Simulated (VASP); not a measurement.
A run of VASP 6.6.1 is set up as follows.

File INCAR:

```
SYSTEM = ZnO
PREC     = Accurate       ! precision mode
ENCUT    = 600            ! plane-wave cutoff, eV
EDIFF    = 1E-6           ! SCF threshold, eV
ISMEAR   = -1             ! smearing method
SIGMA    = 0.08           ! smearing width, eV
LREAL    = .False.        ! projectors in reciprocal space
LASPH    = .True.         ! aspherical terms in the spheres
NELM     = 60             ! most SCF steps
ALGO     = Normal         ! electronic algorithm
ISIF     = 3              ! what is computed and relaxed
LWAVE    = .False.        ! write WAVECAR
LCHARG   = .False.        ! write CHGCAR
GGA      = PE             ! functional
IBRION   = 2              ! ionic algorithm
NSW      = 60             ! ionic steps
EDIFFG   = -0.005         ! ionic threshold
PSTRESS  = 140.0
```

KPOINTS

```
regular mesh
0
Gamma
  11 11 6
  0 0 0
```

The input POSCAR:

```
ZnO
1.0
    3.0603587266      0.0000000000      0.0000000000
   -1.5301793633      2.6503484020      0.0000000000
    0.0000000000      0.0000000000      4.7435560263
Zn O
2 2
Direct
    0.0000000000      0.0000000000      0.0000000000
    0.0000000000      0.0000000000      0.5000000000
    0.3333333333      0.6666666667      0.2500000000
    0.6666666667      0.3333333333      0.7500000000
```

Potentials or basis: VASP PAW PBE potentials, release 64 (Zn, O).

Command:

```sh
$ cat potpaw_PBE.64/Zn/POTCAR potpaw_PBE.64/O/POTCAR > POTCAR
$ mpirun -np 1 vasp_std > vasp.out
```

(1) Predict the relaxed volume.

(2) Estimate the band gap on the k mesh.

(3) Estimate the relaxed cell.

## Answers

(1) 9.60 Å³/atom.

(2) 0.83 eV.

(3) a = 2.948 Å, b = 2.948 Å, c = 5.102 Å, α = 90.00°, β = 90.00°, γ = 120.00°.

Caveat: the cell is relaxed towards a set pressure, so the run minimises the enthalpy, not the energy.
